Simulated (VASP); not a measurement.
# ZnO (P6_3mc) in VASP: further runs

Runs on ZnO. Level: PBE. Tasks: relaxation of the atoms.

All numbers are computed with VASP 6.6.1; they aren't measurements. Logs are shortened: lines on timing, memory, paths and dates and some standing lists are left out, and cuts for length are marked.

### Step 1. The cell of the first run

Symmetry: P6_3mc, No. 186, hexagonal system. Conventional cell: a = 3.183 Å, b = 3.183 Å, c = 5.098 Å, α = 90.00°, β = 90.00°, γ = 120.00°. Within 2.6 Å of Zn (site symmetry 3m) lie 4 O at 1.94 Å. O (site symmetry 3m) has 4 Zn at 1.94 Å within 2.6 Å.

### Step 2. Relaxation of the atoms, PBE (11.18 Å³/atom)

Contents of INCAR:

```
PREC     = Accurate       # precision mode
ENCUT    = 520            # plane-wave cutoff, eV
EDIFF    = 1E-7           # SCF threshold, eV
ISMEAR   = -1             # smearing method
SIGMA    = 0.02           # smearing width, eV
LREAL    = False          # projectors in reciprocal space
LASPH    = True           # aspherical terms in the spheres
NELM     = 120            # most SCF steps
ALGO     = Normal         # electronic algorithm
ISIF     = 2              # what is computed and relaxed
LWAVE    = False          # write WAVECAR
LCHARG   = False          # write CHGCAR
GGA      = PE             # functional
IBRION   = 2              # ionic algorithm
NSW      = 80             # ionic steps
EDIFFG   = -0.02          # ionic threshold
GGA_COMPAT= False        
NELMIN   = 4
```

Contents of KPOINTS:

```
regular mesh
0
Gamma
  11 11 6
```

Contents of POSCAR:

```
ZnO
1.0
    3.1830671017      0.0000000000      0.0000000000
   -1.5915335508      2.7566169720      0.0000000000
    0.0000000000      0.0000000000      5.0975701925
Zn O
2 2
Direct
    0.3333333333      0.6666666667      0.0004799578
    0.6666666667      0.3333333333      0.5004799578
    0.3333333333      0.6666666667      0.3816200422
    0.6666666667      0.3333333333      0.8816200422
```

Potentials or basis: VASP PAW PBE potentials, release 64 (Zn, O).

The run is started by

```bash
$ cat potpaw_PBE.64/Zn/POTCAR potpaw_PBE.64/O/POTCAR > POTCAR
$ mpirun -np 1 vasp_std > vasp.out
```

OUTCAR:

```text
PREC = Accurate
   ENCUT = 520
   EDIFF = 1E-7
   ISMEAR = -1
   LREAL = False
   LASPH = True
   NELM = 120
   ISIF = 2
   GGA = PE
   IBRION = 2
   NSW = 80
   EDIFFG = -0.02
   NELMIN = 4

 ion  position               nearest neighbor table
   1  0.333  0.667  0.000-   4 1.94   4 1.94   4 1.94   3 1.94
   2  0.667  0.333  0.500-   3 1.94   3 1.94   3 1.94   4 1.94
   3  0.333  0.667  0.382-   2 1.94   2 1.94   2 1.94   1 1.94
   4  0.667  0.333  0.882-   1 1.94   1 1.94   1 1.94   2 1.94

  LATTYP: Found a hexagonal cell.
 ALAT       =     3.1830671017
 C/A-ratio  =     1.6014648858

  Lattice vectors:

 A1 = (   3.1830671017,   0.0000000000,   0.0000000000)
 A2 = (  -1.5915335508,   2.7566169720,   0.0000000000)
 A3 = (   0.0000000000,   0.0000000000,   5.0975701925)

Analysis of symmetry for initial positions (statically):
=====================================================================
 Subroutine PRICEL returns:
 Original cell was already a primitive cell.

 Routine SETGRP: Setting up the symmetry group for a
 hexagonal supercell.

 Subroutine GETGRP returns: Found 12 space group operations
 (whereof  6 operations were pure point group operations)
 out of a pool of 24 trial point group operations.

The static configuration has the point symmetry C_3v.
 The point group associated with its full space group is C_6v.

Analysis of symmetry for dynamics (positions and initial velocities):
=====================================================================
 Subroutine PRICEL returns:
 Original cell was already a primitive cell.

 Routine SETGRP: Setting up the symmetry group for a
 hexagonal supercell.

 Subroutine GETGRP returns: Found 12 space group operations
 (whereof  6 operations were pure point group operations)
 out of a pool of 24 trial point group operations.

The dynamic configuration has the point symmetry C_3v.
 The point group associated with its full space group is C_6v.

 Subroutine INISYM returns: Found 12 space group operations
 (whereof  6 operations are pure point group operations),
 and found     1 'primitive' translations

----------------------------------------------------------------------------------------

                                     Primitive cell

  volume of cell :      44.7286

  direct lattice vectors                    reciprocal lattice vectors
     3.183067102  0.000000000  0.000000000     0.314162400  0.181381746  0.000000000
    -1.591533551  2.756616972  0.000000000     0.000000000  0.362763492  0.000000000
     0.000000000  0.000000000  5.097570193     0.000000000  0.000000000  0.196171894

  length of vectors
     3.183067102  3.183067102  5.097570193     0.362763492  0.362763492  0.196171894

  position of ions in fractional coordinates (direct lattice)
     0.333333333  0.666666667  0.000479958
     0.666666667  0.333333333  0.500479958
     0.333333333  0.666666667  0.381620042
     0.666666667  0.333333333  0.881620042

  ion indices of the primitive-cell ions
   primitive index   ion index
                 1           1
                 2           2
                 3           3
                 4           4

----------------------------------------------------------------------------------------

 KPOINTS: regular mesh

Automatic generation of k-mesh.
 Grid dimensions read from file:
 generate k-points for:   11   11    6

 Generating k-lattice:

  Cartesian coordinates                     Fractional coordinates (reciprocal lattice)
     0.028560218  0.016489250  0.000000000     0.090909091  0.000000000  0.000000000
     0.000000000  0.032978499  0.000000000     0.000000000  0.090909091  0.000000000
     0.000000000  0.000000000  0.032695316     0.000000000  0.000000000  0.166666667

  Length of vectors
     0.032978499  0.032978499  0.032695316

  Shift w.r.t. Gamma in fractional coordinates (k-lattice)
     0.000000000  0.000000000  0.000000000

 Subroutine IBZKPT returns following result:
 ===========================================

 Found     64 irreducible k-points:

 Following reciprocal coordinates:
            Coordinates               Weight
  0.000000  0.000000  0.000000      1.000000
  0.090909  0.000000  0.000000      6.000000
  0.181818  0.000000  0.000000      6.000000
  0.272727  0.000000  0.000000      6.000000
  0.363636  0.000000  0.000000      6.000000
  0.454545 -0.000000  0.000000      6.000000
[... 16 lines left out ...]
  0.090909  0.090909  0.166667     12.000000
  0.181818  0.090909  0.166667     24.000000
 [... further k-points ...]
   k-points           NKPTS =     64   k-points in BZ     NKDIM =     64   number of bands    NBANDS=     22
   number of dos      NEDOS =    301   number of ions     NIONS =      4
   total plane-waves  NPLWV =  23040
   dimension x,y,z NGX =    24 NGY =   24 NGZ =   40
   dimension x,y,z NGXF=    48 NGYF=   48 NGZF=   80
   ions per type =               2   2
   NGX,Y,Z   is equivalent  to a cutoff of  12.53, 12.53, 13.05 a.u.
   NGXF,Y,Z  is equivalent  to a cutoff of  25.07, 25.07, 26.09 a.u.
 SYSTEM =  unknown system
   PREC   = accura    normal or accurate (medium, high low for compatibility)
   ISTART =      0    job   : 0-new  1-cont  2-samecut
   ICHARG =      2    charge: 1-file 2-atom 10-const
   ISPIN  =      1    spin polarized calculation?
   LNONCOLLINEAR =      F non collinear calculations
   LSORBIT =      F    spin-orbit coupling
   LASPH  =      T    aspherical Exc in radial PAW
   ENCUT  =  520.0 eV  38.22 Ry    6.18 a.u.   5.92  5.92  9.48*2*pi/ulx,y,z
   NELM   =    120;   NELMIN=  4; NELMDL= -5     # of ELM steps
   EDIFF  = 0.1E-06   stopping-criterion for ELM
   LREAL  =      F    real-space projection
   EDIFFG = -.2E-01   stopping-criterion for IOM
   NSW    =     80    number of steps for IOM
   IBRION =      2    ionic relax: 0-MD 1-quasi-New 2-CG
   NFREE  =      1    steps in history (QN), initial steepest desc. (CG)
   ISIF   =      2    stress and relaxation
   ISYM   =      2    0-nonsym 1-usesym 2-fastsym
   POTIM  = 0.5000    time-step for ionic-motion
   TEBEG  =    0.0;   TEEND  =   0.0 temperature during run
   PSTRESS=    0.0 pullay stress
   NELECT =      36.0000    total number of electrons
   NUPDOWN=      -1.0000    fix difference up-down
   EMIN   =  10.00;   EMAX   =-10.00  energy-range for DOS
   EFERMI =   0.00;   METHOD = LEGACY
   ISMEAR =    -1;   SIGMA  =   0.02  broadening in eV -4-tet -1-fermi 0-gaus
   EFERMI_NEDOS =   21; number of points for ismear=-14 and -15
   IALGO  =     38    algorithm
   IMIX   =      4    mixing-type and parameters
     AMIX     =   0.40;   BMIX     =  1.00
     AMIX_MAG =   1.60;   BMIX_MAG =  1.00
  volume/ion in A,a.u.               =      11.18        75.46
  Fermi-wavevector in a.u.,A,eV,Ry     =   1.522815  2.877703 31.551447  2.318966
  Thomas-Fermi vector in A             =   2.631343
   LORBIT       =      0    0 simple, 1 ext, 2 COOP (PROOUT), +10 PAW based schemes
   GGA     = PE    functional components
   LHFCALC =     F    Hartree Fock is set to
   AEXX    =    0.0000 exact exchange contribution
   IVDW    =     0    specifies the selected vdW correction
   LEPSILON=     F    determine dielectric tensor
   LRPA    =     F    only Hartree local field effects (RPA)
 conjugate gradient relaxation of ions
 non-spin polarized calculation
  energy-cutoff  :      520.00
  volume of cell :       44.73
 maximum number of plane-waves:      1218
 NGX is ok and might be reduce to    24
   NGX = 11   NGY = 11   NGZ = 19

 number of electron      35.9999987 magnetization

 Free energy of the ion-electron system (eV)
  ---------------------------------------------------
  ext. energy  EPLUGINS =         0.00000000
  ---------------------------------------------------
  free energy    TOTEN  =       -17.62011725 eV

  energy without entropy =      -17.62011725  energy(sigma->0) =      -17.62011725

 E-fermi :   2.2089     XC(G=0): -11.2478

 val. band max:        1.7945248610   @ k =   0.0000   0.0000   0.0000
 cond. band min:       2.6736414486   @ k =   0.0000   0.0000   0.0000
 fundamental gap:      0.8791165877
 Fermi energy:         2.2088658266

 k-point     1 :       0.0000    0.0000    0.0000
  band No.  band energies     occupation
      1     -16.8266      2.00000
      2     -15.9957      2.00000
      3      -4.3296      2.00000
      4      -4.2380      2.00000
      5      -4.2380      2.00000
      6      -4.1532      2.00000
[... 14 lines left out ...]
     21      10.2573      0.00000
     22      14.9455      0.00000

 k-point     2 :       0.0909    0.0000    0.0000
  band No.  band energies     occupation
      1     -16.7754      2.00000
      2     -15.9732      2.00000
      3      -4.3141      2.00000
      4      -4.2455      2.00000
      5      -4.2080      2.00000
      6      -4.1221      2.00000
[... 14 lines left out ...]
     21      10.2424      0.00000
     22      14.0416      0.00000

 k-point     3 :       0.1818    0.0000    0.0000
  band No.  band energies     occupation
      1     -16.6325      2.00000
      2     -15.9148      2.00000
      3      -4.4546      2.00000
      4      -4.1344      2.00000
      5      -4.1307      2.00000
      6      -4.0582      2.00000
[... 14 lines left out ...]
     21      10.1860      0.00000
     22      12.5841      0.00000
[... 476 lines left out ...]
 k-point    23 :       0.0909    0.0909    0.1667
  band No.  band energies     occupation
      1     -16.6301      2.00000
      2     -15.9844      2.00000
      3      -4.4220      2.00000
      4      -4.3545      2.00000
      5      -4.1309      2.00000
      6      -4.0967      2.00000
[... 14 lines left out ...]
     21      10.4487      0.00000
     22      13.0853      0.00000

 k-point    24 :       0.1818    0.0909    0.1667
  band No.  band energies     occupation
      1     -16.4635      2.00000
      2     -15.9119      2.00000
      3      -4.5444      2.00000
      4      -4.3317      2.00000
      5      -4.0675      2.00000
      6      -3.9968      2.00000
[... 14 lines left out ...]
     21      10.4457      0.00000
     22      11.9260      0.00000

 [... further k-points ...]

------------------------ aborting loop because EDIFF is reached ----------------------------------------

  FORCE on cell =-STRESS in cart. coord.  units (eV):
  Direction    XX          YY          ZZ          XY          YZ          ZX
  --------------------------------------------------------------------------------------
  -------------------------------------------------------------------------------------
  Total        4.6865810      4.6865810      4.8647228      0.0000000     -0.0000000      0.0000000
  in kB      167.8731645    167.8731645    174.2541978      0.0000000     -0.0000000      0.0000000
  external PRESSURE =     170.0001756 kB  Pullay stress =       0.0000000 kB

 VOLUME and BASIS-vectors are now :
 -----------------------------------------------------------------------------
  energy-cutoff  :      520.00
  volume of cell :       44.73
      direct lattice vectors                 reciprocal lattice vectors
     3.183067102  0.000000000  0.000000000     0.314162400  0.181381746  0.000000000
    -1.591533551  2.756616972  0.000000000     0.000000000  0.362763492  0.000000000
     0.000000000  0.000000000  5.097570193     0.000000000  0.000000000  0.196171894

 POSITION                                       TOTAL-FORCE (eV/Angst)
 -----------------------------------------------------------------------------------
     -0.00000      1.83774      0.00245         0.000000     -0.000000     -0.006588
      1.59153      0.91887      2.55123         0.000000      0.000000     -0.006588
     -0.00000      1.83774      1.94533         0.000000     -0.000000      0.006588
      1.59153      0.91887      4.49412        -0.000000     -0.000000      0.006588
 -----------------------------------------------------------------------------------
    total drift:                                0.000000      0.000001      0.001328

  FREE ENERGIE OF THE ION-ELECTRON SYSTEM (eV)
  ---------------------------------------------------
  free  energy   TOTEN  =       -17.6201172503 eV

  energy  without entropy=      -17.6201172503  energy(sigma->0) =      -17.62011725

 reached required accuracy - stopping structural energy minimisation
```

Run time: 66 s. Hardware: 1 thread of Intel Xeon Platinum 8488C (Sapphire Rapids), shared host; peak memory 0.19 GiB.

Results:

- Free energy: -17.6201 eV
- Pressure after relaxing: 17.0 GPa
- Largest force after relaxing: 0.007 eV/Å
- Band gap on the k mesh: 0.88 eV

Forces in eV/Å, atoms in the order of the input:
```
Zn   0.000  0.000 -0.007
Zn   0.000  0.000 -0.007
O    0.000  0.000  0.007
O    0.000  0.000  0.007
```

Stress tensor (GPa, compression positive):
```
16.79  0.00  0.00
 0.00 16.79  0.00
 0.00  0.00 17.43
```

Final structure:
```yaml
crystal:
  lattice:
    - [3.18307, 0.00000, 0.00000]
    - [-1.59153, 2.75662, 0.00000]
    - [0.00000, 0.00000, 5.09757]
  atoms:
    - { symbol: Zn, position: [0.33333, 0.66667, 0.00048] }
    - { symbol: Zn, position: [0.66667, 0.33333, 0.50048] }
    - { symbol: O, position: [0.33333, 0.66667, 0.38162] }
    - { symbol: O, position: [0.66667, 0.33333, 0.88162] }
```

Caveat: the relaxation stopped at its first step, so nothing moved.

### Step 3. Relaxation of the atoms, PBE (z stretched by +2 %)

Contents of INCAR:

```
SYSTEM = ZnO
PREC     = Accurate       ! precision mode
ENCUT    = 520            ! plane-wave cutoff, eV
EDIFF    = 1E-7           ! SCF threshold, eV
ISMEAR   = -1             ! smearing method
SIGMA    = 0.02           ! smearing width, eV
LREAL    = .FALSE.        ! projectors in reciprocal space
LASPH    = .TRUE.         ! aspherical terms in the spheres
NELM     = 120            ! most SCF steps
ALGO     = Normal         ! electronic algorithm
ISIF     = 2              ! what is computed and relaxed
LWAVE    = .FALSE.        ! write WAVECAR
LCHARG   = .FALSE.        ! write CHGCAR
GGA      = PE             ! functional
IBRION   = 2              ! ionic algorithm
NSW      = 80             ! ionic steps
EDIFFG   = -0.02          ! ionic threshold
GGA_COMPAT= .FALSE.      
NELMIN   = 4
```

Contents of KPOINTS:

```
regular mesh
0
G
  11 11 6
  0 0 0
```

Contents of POSCAR:

```
ZnO
1.0
    3.2494000000      0.0000000000      0.0000000000
   -1.6247000000      2.8140629471      0.0000000000
    0.0000000000      0.0000000000      5.3078760000
Zn O
2 2
Direct
    0.3333333333      0.6666666667      0.0004799578
    0.6666666667      0.3333333333      0.5004799578
    0.3333333333      0.6666666667      0.3816200422
    0.6666666667      0.3333333333      0.8816200422
```

Potentials or basis: VASP PAW PBE potentials, release 64 (Zn, O).

The run is started by

```bash
$ cat potpaw_PBE.64/Zn/POTCAR potpaw_PBE.64/O/POTCAR > POTCAR
$ mpirun -np 1 vasp_std > vasp.out
```

It took 2 min on 1 thread of Intel Xeon Platinum 8259CL at 2.50GHz (Skylake/Cascade Lake), shared host; peak memory 0.19 GiB.

It converged, with:

```yaml
Free_energy: -17.8491 eV
Energy_gained_by_relaxing: 1.1 meV/atom
Ionic_steps: 3
Pressure_after_relaxing: 3.1 GPa
Band_gap_on_the_k_mesh: 0.73 eV
```

Stress tensor (GPa, compression positive):
```
3.48 0.00 0.00
0.00 3.48 0.00
0.00 0.00 2.21
```

The path:
```
step  energy change (eV)  largest force (eV/Å)  pressure (GPa)
   1              0.0000                0.1609            3.19
   2             -0.0037                0.0733            3.09
   3             -0.0045                0.0002            3.06
```

Final structure:
```cif
data_structure
_symmetry_space_group_name_H-M 'P 1'
_symmetry_Int_Tables_number 1
_cell_length_a 3.2494
_cell_length_b 3.2494
_cell_length_c 5.3079
_cell_angle_alpha 90.000
_cell_angle_beta 90.000
_cell_angle_gamma 120.000
_cell_volume 48.54
loop_
_atom_site_label
_atom_site_type_symbol
_atom_site_fract_x
_atom_site_fract_y
_atom_site_fract_z
_atom_site_occupancy
Zn1 Zn 0.33333 0.66667 0.00307 1
Zn2 Zn 0.66667 0.33333 0.50307 1
O1 O 0.33333 0.66667 0.37903 1
O2 O 0.66667 0.33333 0.87903 1
```

Levels at points of the mesh, in eV from the valence-band top:
```csv
k point,band 16,band 17,band 18,band 19,band 20,band 21
"(0.00, 0.00, 0.00)",-0.09,0.00,0.00,0.73,5.20,8.02
"(0.00, 0.00, 0.50)",-0.38,-0.38,-0.38,3.38,3.38,9.91
```

Caveat: the cell differs from its parent crystal (z stretched by +2 %).
